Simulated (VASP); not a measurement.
Wanted: the native input for a VASP 6.6.1 run.

```
Task                   : relaxation of cell and atoms
Functional             : PBE
Potentials or basis    : VASP PAW PBE potentials, release 64 (B)
Cutoff                 : 600 eV
k mesh                 : 20 × 20 × 20
Occupations            : fermi-dirac, width 0.08 eV
Spin                   : no spin polarisation
Target pressure        : 5.9 GPa
Dipole correction      : no
Further INCAR settings : ALGO = Normal; EDIFF = 1e-06; IBRION = 2; EDIFFG = -0.005; NSW = 32; ISIF = 3
```

The structure of B lies in POSCAR:

```
B
1.0
    1.8706363458      0.0000000000      0.0000000000
    0.0000000000      1.8706363458      0.0000000000
    0.0000000000      0.0000000000      1.8706363458
B
1
Direct
    0.0000000000      0.0000000000      0.0000000000
```

The input as run:

INCAR

```
ALGO     = Normal         # electronic algorithm
EDIFF    = 1E-6           # SCF threshold, eV
EDIFFG   = -0.005         # ionic threshold
ENCUT    = 600            # plane-wave cutoff, eV
GGA      = PE             # functional
IBRION   = 2              # ionic algorithm
ISIF     = 3              # what is computed and relaxed
ISMEAR   = -1             # smearing method
LASPH    = True           # aspherical terms in the spheres
LCHARG   = False          # write CHGCAR
LREAL    = False          # projectors in reciprocal space
LWAVE    = False          # write WAVECAR
NELM     = 60             # most SCF steps
NSW      = 32             # ionic steps
PREC     = Accurate       # precision mode
PSTRESS  = 59.0         
SIGMA    = 0.08           # smearing width, eV
```

KPOINTS

```
k-points
0
Gamma
  20 20 20
```

Potentials or basis: VASP PAW PBE potentials, release 64 (B).

Command:

```sh
$ cat potpaw_PBE.64/B/POTCAR > POTCAR
$ mpirun -np 1 vasp_std > vasp.out
```

It gave:

```yaml
Pressure_after_relaxing: 5.9 GPa
```

Caveat: the relaxation stopped at its first step, so nothing moved; the cell is relaxed towards a set pressure, so the enthalpy falls and the energy may rise.

Run time: 3.5 s on 1 thread of AMD EPYC 9R45 96-Core Processor (Zen 5), on a shared host, peak memory 0.08 GiB.
